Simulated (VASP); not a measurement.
BeH2, 18 atoms in the cell. The structure is orthorhombic, space group Cmme (No. 67). Conventional cell: a = 6.630 Å, b = 8.136 Å, c = 4.734 Å, α = 90.00°, β = 90.00°, γ = 90.00°. Within 1.6 Å of Be (site symmetry m) lie 4 H at 1.19 to 1.23 Å. Within 1.6 Å of Be (site symmetry 222) lie 4 H at 1.19 Å. Within 1.6 Å of H (site symmetry mm2) lie 2 Be at 1.19 Å. H (site symmetry 2/m) has 2 Be at 1.23 Å within 1.7 Å. H (site symmetry 1) has 2 Be at 1.19 Å and 2 H at 1.66 to 1.69 Å within 1.7 Å. The cell was built from a structure type or drawn by symmetry, and may not be a known phase.

```yaml
Program: VASP 6.6.1
Task: single point
Functional: PBE
Potentials_or_basis: VASP PAW PBE potentials, release 64 (Be, H)
Cutoff: 520 eV
k_mesh: 4 × 4 × 4
Occupations: gaussian, width 0.1 eV
Spin: no spin polarisation
Dipole_correction: no
Further_INCAR_settings: LREAL = Auto; ALGO = Normal; EDIFF = 1e-06; NBANDS = 27
```

Potentials or basis: VASP PAW PBE potentials, release 64 (Be, H).

The run is started by

```console
$ cat potpaw_PBE.64/Be/POTCAR potpaw_PBE.64/H/POTCAR > POTCAR
$ mpirun -np 1 vasp_std > vasp.out
```

Hardware: 1 thread of AMD EPYC 7R43 64-Core Processor (Zen 3), with other jobs on the host.

Task: Estimate the wall time of this run.

Result: Run time: 110 s on 1 thread of AMD EPYC 7R43 64-Core Processor (Zen 3) (shared host), peak memory 0.2 GiB. Counts: scf iterations 14, k points 21.
